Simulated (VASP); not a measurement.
# SnO (P1) in VASP: relaxation of cell and atoms with PBE

Aim: the relaxation of cell and atoms of SnO with PBE.

Everything below comes from runs of VASP 6.6.1. Logs are shortened: lines on timing, memory, paths and dates and some standing lists are left out, and cuts for length are marked.

## (1) The cell of the first run

The typed cell holds 8 atoms: a = 3.817 Å, b = 5.102 Å, c = 7.356 Å, α = 90.50°, β = 89.44°, γ = 88.72°.

## (2) Relaxation of cell and atoms, PBE

INCAR reads:

```
SYSTEM = SnO
  PREC = Accurate
  ENCUT = 600
  EDIFF = 1E-7
  ISMEAR = 0
  SIGMA = 0.1
  LREAL = .FALSE.
  LASPH = .TRUE.
  NELM = 100
  ALGO = Normal
  ISIF = 3
  LWAVE = .FALSE.
  LCHARG = .FALSE.
  GGA = PE
  IBRION = 2
  NSW = 80
  EDIFFG = -0.025
```

KPOINTS reads:

```
Automatic mesh
0
G
  4 4 2
  0 0 0
```

POSCAR reads:

```
SnO
1.0
   -3.8162830691     -0.0183840695     -0.0429591894
   -0.0562825717      0.0219224778     -5.1015628317
   -0.0367681390     -7.3559631562      0.0334658438
Sn O
4 4
Direct
    0.5217530073      0.7819997707      0.0125195580
    0.4824527596      0.7707899432      0.5134801044
   -0.0289441573      0.2452118353      0.7436759418
    0.0326207584      0.2233027099      0.2314611383
    1.0044005634     -0.0375250319      1.0083292023
    0.9866661468      0.0169890187      0.4953490153
    0.4759587723     -0.0179771794      0.7570804373
    0.5250921495      0.0172089336      0.2381046026
```

Potentials or basis: VASP PAW PBE potentials, release 64 (Sn_d, O).

Started as:

```console
$ cat potpaw_PBE.64/Sn_d/POTCAR potpaw_PBE.64/O/POTCAR > POTCAR
$ mpirun -np 1 vasp_std > vasp.out
```

OUTCAR:

```text
SYSTEM = SnO
   PREC = Accurate
   ENCUT = 600
   EDIFF = 1E-7
   ISMEAR = 0
   LREAL = .FALSE.
   LASPH = .TRUE.
   NELM = 100
   ISIF = 3
   GGA = PE
   IBRION = 2
   NSW = 80
   EDIFFG = -0.025

 ion  position               nearest neighbor table
   1  0.522  0.782  0.013-   8 2.04   5 2.08   7 2.15   5 2.16   4 3.29   4 3.41   3 3.55   2 3.68
                             2 3.69   3 3.72   3 3.74
   2  0.482  0.771  0.513-   7 2.08   6 2.25   6 2.32   8 2.40   3 3.49   3 3.52   4 3.54   3 3.67
                             1 3.68   1 3.69   3 3.76
   3  0.971  0.245  0.744-   6 2.16   7 2.33   7 2.34   5 2.44   2 3.49   2 3.52   1 3.55   4 3.60
                             2 3.67   1 3.72   1 3.74   2 3.76
   4  0.033  0.223  0.231-   5 2.11   8 2.13   6 2.22   8 2.22   1 3.29   1 3.41   2 3.54   3 3.60

   5  0.004  0.962  0.008-   1 2.08   4 2.11   1 2.16   3 2.44
   6  0.987  0.017  0.495-   3 2.16   4 2.22   2 2.25   2 2.32
   7  0.476  0.982  0.757-   2 2.08   1 2.15   3 2.33   3 2.34
   8  0.525  0.017  0.238-   1 2.04   4 2.13   4 2.22   2 2.40

  LATTYP: Found a triclinic cell.
 ALAT       =     9.0862647191
 B/A-ratio  =     1.2783426579
 C/A-ratio  =     1.0729744272
 COS(alpha) =     0.0002013350
 COS(beta)  =     0.6179319693
 COS(gamma) =     0.7739424001

  Lattice vectors:

 A1 = (   7.5762835665,   0.0586906168,  -5.0156444529)
 A2 = (   7.5395154275,  -7.2972725394,  -4.9821786091)
 A3 = (   3.7967686364,   7.3962697035,  -5.0920694861)

Analysis of symmetry for initial positions (statically):
=====================================================================
 Subroutine PRICEL returns:
 Original cell was already a primitive cell.

 Routine SETGRP: Setting up the symmetry group for a
 triclinic supercell.

 Subroutine GETGRP returns: Found  1 space group operations
 (whereof  1 operations were pure point group operations)
 out of a pool of  2 trial point group operations.

The static configuration has the point symmetry C_1 .

Analysis of symmetry for dynamics (positions and initial velocities):
=====================================================================
 Subroutine PRICEL returns:
 Original cell was already a primitive cell.

 Routine SETGRP: Setting up the symmetry group for a
 triclinic supercell.

 Subroutine GETGRP returns: Found  1 space group operations
 (whereof  1 operations were pure point group operations)
 out of a pool of  2 trial point group operations.

The dynamic configuration has the point symmetry C_1 .

 Subroutine INISYM returns: Found  1 space group operations
 (whereof  1 operations are pure point group operations),
 and found     1 'primitive' translations

----------------------------------------------------------------------------------------

                                     Primitive cell

  volume of cell :     143.1892

  direct lattice vectors                    reciprocal lattice vectors
    -3.816283069 -0.018384069 -0.042959189    -0.262074055  0.001323134  0.002896996
    -0.056282572  0.021922478 -5.101562832     0.002211210 -0.000902964 -0.196046639
    -0.036768139 -7.355963156  0.033465844     0.000661567 -0.135950126 -0.000591505

  length of vectors
     3.816569131  5.101920388  7.356131172     0.262093406  0.196061188  0.135953023

  position of ions in fractional coordinates (direct lattice)
     0.521753007  0.781999771  0.012519558
     0.482452760  0.770789943  0.513480104
     0.971055843  0.245211835  0.743675942
     0.032620758  0.223302710  0.231461138
     0.004400563  0.962474968  0.008329202
     0.986666147  0.016989019  0.495349015
     0.475958772  0.982022821  0.757080437
     0.525092149  0.017208934  0.238104603

  ion indices of the primitive-cell ions
   primitive index   ion index
                 1           1
                 2           2
                 3           3
                 4           4
                 5           5
                 6           6
                 7           7
                 8           8

----------------------------------------------------------------------------------------

 KPOINTS: Automatic mesh

Automatic generation of k-mesh.
 Grid dimensions read from file:
 generate k-points for:    4    4    2

 Generating k-lattice:

  Cartesian coordinates                     Fractional coordinates (reciprocal lattice)
    -0.065518514  0.000330784  0.000724249     0.250000000  0.000000000  0.000000000
     0.000552803 -0.000225741 -0.049011660     0.000000000  0.250000000  0.000000000
     0.000330784 -0.067975063 -0.000295752    -0.000000000  0.000000000  0.500000000

  Length of vectors
     0.065523351  0.049015297  0.067976511

  Shift w.r.t. Gamma in fractional coordinates (k-lattice)
     0.000000000  0.000000000  0.000000000

 Subroutine IBZKPT returns following result:
 ===========================================

 Found     20 irreducible k-points:

 Following reciprocal coordinates:
            Coordinates               Weight
  0.000000  0.000000  0.000000      1.000000
  0.250000  0.000000  0.000000      2.000000
  0.500000  0.000000  0.000000      1.000000
 -0.000000  0.250000  0.000000      2.000000
  0.250000  0.250000  0.000000      2.000000
  0.500000  0.250000  0.000000      2.000000
[... 12 lines left out ...]
  0.250000  0.500000  0.500000      2.000000
  0.500000  0.500000  0.500000      1.000000
   k-points           NKPTS =     20   k-points in BZ     NKDIM =     20   number of bands    NBANDS=     48
   number of dos      NEDOS =    301   number of ions     NIONS =      8
   total plane-waves  NPLWV =  75600
   dimension x,y,z NGX =    30 NGY =   42 NGZ =   60
   dimension x,y,z NGXF=    60 NGYF=   84 NGZF=  120
   ions per type =               4   4
   NGX,Y,Z   is equivalent  to a cutoff of  13.07, 13.69, 13.56 a.u.
   NGXF,Y,Z  is equivalent  to a cutoff of  26.14, 27.37, 27.12 a.u.
 SYSTEM =  SnO
   PREC   = accura    normal or accurate (medium, high low for compatibility)
   ISTART =      0    job   : 0-new  1-cont  2-samecut
   ICHARG =      2    charge: 1-file 2-atom 10-const
   ISPIN  =      1    spin polarized calculation?
   LNONCOLLINEAR =      F non collinear calculations
   LSORBIT =      F    spin-orbit coupling
   LASPH  =      T    aspherical Exc in radial PAW
   ENCUT  =  600.0 eV  44.10 Ry    6.64 a.u.   7.62 10.19 14.69*2*pi/ulx,y,z
   NELM   =    100;   NELMIN=  2; NELMDL= -5     # of ELM steps
   EDIFF  = 0.1E-06   stopping-criterion for ELM
   LREAL  =      F    real-space projection
   EDIFFG = -.3E-01   stopping-criterion for IOM
   NSW    =     80    number of steps for IOM
   IBRION =      2    ionic relax: 0-MD 1-quasi-New 2-CG
   NFREE  =      1    steps in history (QN), initial steepest desc. (CG)
   ISIF   =      3    stress and relaxation
   ISYM   =      2    0-nonsym 1-usesym 2-fastsym
   POTIM  = 0.5000    time-step for ionic-motion
   TEBEG  =    0.0;   TEEND  =   0.0 temperature during run
   PSTRESS=    0.0 pullay stress
   NELECT =      80.0000    total number of electrons
   NUPDOWN=      -1.0000    fix difference up-down
   EMIN   =  10.00;   EMAX   =-10.00  energy-range for DOS
   EFERMI =   0.00;   METHOD = LEGACY
   ISMEAR =     0;   SIGMA  =   0.10  broadening in eV -4-tet -1-fermi 0-gaus
   EFERMI_NEDOS =   21; number of points for ismear=-14 and -15
   IALGO  =     38    algorithm
   IMIX   =      4    mixing-type and parameters
     AMIX     =   0.40;   BMIX     =  1.00
     AMIX_MAG =   1.60;   BMIX_MAG =  1.00
  volume/ion in A,a.u.               =      17.90       120.79
  Fermi-wavevector in a.u.,A,eV,Ry     =   1.348346  2.548005 24.735900  1.818037
  Thomas-Fermi vector in A             =   2.476023
   LORBIT       =      0    0 simple, 1 ext, 2 COOP (PROOUT), +10 PAW based schemes
   GGA     = PE    functional components
   LHFCALC =     F    Hartree Fock is set to
   AEXX    =    0.0000 exact exchange contribution
   IVDW    =     0    specifies the selected vdW correction
   LEPSILON=     F    determine dielectric tensor
   LRPA    =     F    only Hartree local field effects (RPA)
 conjugate gradient relaxation of ions
 non-spin polarized calculation
 Gauss-broadening in eV      SIGMA  =   0.10
  energy-cutoff  :      600.00
  volume of cell :      143.19
 maximum number of plane-waves:      4795
   NGX = 15   NGY = 21   NGZ = 29

--------------------------------------- Ionic step        1  -------------------------------------------

 number of electron      80.0000010 magnetization

 Free energy of the ion-electron system (eV)
  ---------------------------------------------------
  ext. energy  EPLUGINS =         0.00000000
  ---------------------------------------------------
  free energy    TOTEN  =       -44.51905770 eV

  energy without entropy =      -44.51299084  energy(sigma->0) =      -44.51602427

 E-fermi :   7.1416     XC(G=0): -10.1035

 val. band max:        7.1183972662   @ k =   0.0000   0.0000   0.5000
 cond. band min:       7.1579962148   @ k =   0.5000   0.0000   0.0000
 fundamental gap:      0.0395989486
 Fermi energy:         7.1415980489

 k-point     1 :       0.0000    0.0000    0.0000
  band No.  band energies     occupation
      1     -15.2609      2.00000
      2     -15.1017      2.00000
      3     -15.0579      2.00000
      4     -14.9570      2.00000
      5     -14.9332      2.00000
      6     -14.9061      2.00000
[... 1128 lines left out ...]
  FREE ENERGIE OF THE ION-ELECTRON SYSTEM (eV)
  ---------------------------------------------------
  free  energy   TOTEN  =       -45.0788608986 eV

  energy  without entropy=      -45.0762275719  energy(sigma->0) =      -45.07754424

[... ionic steps 4 to 19 ...]

--------------------------------------- Ionic step       20  -------------------------------------------

 number of electron      80.0000000 magnetization

------------------------ aborting loop because EDIFF is reached ----------------------------------------

  FORCE on cell =-STRESS in cart. coord.  units (eV):
  Direction    XX          YY          ZZ          XY          YZ          ZX
  --------------------------------------------------------------------------------------
  -------------------------------------------------------------------------------------
  Total        0.0086202      0.1198884      0.0838033     -0.0118719      0.0695948      0.0186430
  in kB        0.0911500      1.2677001      0.8861364     -0.1255337      0.7358952      0.1971312
  external PRESSURE =       0.7483288 kB  Pullay stress =       0.0000000 kB
[... 69 lines left out ...]
  energy  without entropy=      -45.4364873160  energy(sigma->0) =      -45.43649424

--------------------------------------- Ionic step       22  -------------------------------------------

 number of electron      80.0000000 magnetization

 Free energy of the ion-electron system (eV)
  ---------------------------------------------------
  ext. energy  EPLUGINS =         0.00000000
  ---------------------------------------------------
  free energy    TOTEN  =       -45.43708281 eV

  energy without entropy =      -45.43706536  energy(sigma->0) =      -45.43707409

 E-fermi :   6.3754     XC(G=0):  -9.8285

 val. band max:        6.1444404946   @ k =   0.0000   0.0000   0.0000
 cond. band min:       6.6194819602   @ k =   0.5000   0.0000   0.0000
 fundamental gap:      0.4750414656
 Fermi energy:         6.3753929040

 k-point     1 :       0.0000    0.0000    0.0000
  band No.  band energies     occupation
      1     -15.5939      2.00000
      2     -15.4783      2.00000
      3     -15.4781      2.00000
      4     -15.2373      2.00000
      5     -15.2311      2.00000
      6     -15.2299      2.00000
[... 1044 lines left out ...]
  FREE ENERGIE OF THE ION-ELECTRON SYSTEM (eV)
  ---------------------------------------------------
  free  energy   TOTEN  =       -45.4370828114 eV

  energy  without entropy=      -45.4370653637  energy(sigma->0) =      -45.43707409

 reached required accuracy - stopping structural energy minimisation
```

It took 31 min on 1 thread of Intel Xeon Platinum 8559C (Emerald Rapids), shared host; peak memory 0.36 GiB.

What came out:

| Property | Result |
| --- | --- |
| Free energy | -45.4371 eV |
| Relaxed volume | 18.94 Å³/atom |
| Relaxed cell | a = 3.903 Å, b = 5.064 Å, c = 7.665 Å, α = 90.01°, β = 90.02°, γ = 90.00° |
| Space group after relaxing (to 0.05 Å) | Pmmn (No. 59) |
| Energy gained by relaxing | 114.8 meV/atom |
| Ionic steps | 22 |
| Pressure after relaxing | 0.0 GPa |
| Largest force after relaxing | 0.023 eV/Å |
| Band gap on the k mesh | 0.48 eV, indirect (least direct gap 1.92 eV) |

Forces in eV/Å, atoms in the order of the input:
```
Sn  -0.004 -0.011  0.015
Sn   0.003 -0.002 -0.015
Sn   0.001 -0.005  0.019
Sn   0.003 -0.003  0.006
O    0.004  0.002 -0.023
O   -0.001  0.007  0.009
O   -0.007  0.008 -0.012
O    0.000  0.005  0.001
```

Stress tensor (GPa, compression positive):
```
-0.04  0.03 -0.01
 0.03  0.08  0.00
-0.01  0.00 -0.04
```

Step by step:
```tsv
step	energy change (eV)	largest force (eV/Å)	pressure (GPa)	volume (Å³)
1	0.0000	3.0828	7.79	143.19
2	-0.3231	2.0031	-6.68	161.88
3	-0.5598	1.4337	-1.98	153.73
4	-0.8007	0.5228	-0.62	152.28
5	-0.8353	0.3547	0.28	151.49
6	-0.8590	0.2776	-0.14	152.06
7	-0.8743	0.3387	-0.78	152.99
8	-0.8907	0.2345	-0.01	151.84
9	-0.8953	0.2673	0.68	150.85
10	-0.9085	0.1289	0.24	151.29
11	-0.9106	0.1415	-0.02	151.55
12	-0.9132	0.0925	0.00	151.57
13	-0.9147	0.0576	0.05	151.60
14	-0.9158	0.0547	-0.08	151.77
15	-0.9161	0.0638	-0.17	151.89
16	-0.9158	0.1042	-0.35	152.13
17	-0.9162	0.0693	-0.23	151.96
18	-0.9168	0.0584	-0.08	151.75
19	-0.9170	0.0611	0.12	151.43
20	-0.9170	0.0586	0.07	151.52
21	-0.9174	0.0440	0.05	151.51
22	-0.9180	0.0231	0.00	151.50
```

Final structure:
```yaml
crystal:
  lattice:
    - [-3.90309, 0.00048, 0.00064]
    - [-0.00068, -0.00176, -5.06401]
    - [0.00191, -7.66474, 0.00451]
  atoms:
    - { symbol: Sn, position: [0.49976, 0.77037, 0.99973] }
    - { symbol: Sn, position: [0.50022, 0.77032, 0.49993] }
    - { symbol: Sn, position: [0.99995, 0.22998, 0.75003] }
    - { symbol: Sn, position: [0.00022, 0.22966, 0.24987] }
    - { symbol: O, position: [0.00004, 0.99593, 0.00001] }
    - { symbol: O, position: [0.99999, 0.99701, 0.50018] }
    - { symbol: O, position: [0.49975, 0.00332, 0.75015] }
    - { symbol: O, position: [0.50006, 0.00340, 0.25010] }
```

Caveat: the k points lie up to 0.41 Å⁻¹ apart in the final cell; spin-orbit coupling is left out, which moves the levels of the heavy elements.
